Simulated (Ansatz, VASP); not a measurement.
Sc: VASP beside Ansatz

```xyz
2
Lattice="3.3194 0.0000 0.0000 -1.6597 2.8747 0.0000 0.0000 0.0000 5.1843" Properties=species:S:1:pos:R:3 pbc="T T T"
Sc    0.0000    1.9164    1.2961
Sc    1.6597    0.9582    3.8882
```

Alike in both runs: task single point; functional PBE; k mesh 11 × 11 × 6; no spin polarisation.

```csv
,VASP,Ansatz
version,VASP 6.6.1,Ansatz 0.2.0
potentials or method,"VASP PAW PBE potentials, release 64 (Sc_sv), cutoff 520 eV","plane waves (420 eV) with PAW, scalar-relativistic"
occupations,"methfessel-paxton of order 1, width 0.3 eV","cold, width 0.3 eV"
valence electrons in the cell,22,22
```

```csv
,VASP,Ansatz,Ansatz less VASP
pressure (GPa),-0.2,-0.3,-0.08
"traceless stress, the component that is largest in VASP (GPa)",-0.16,-0.09,+0.067
```
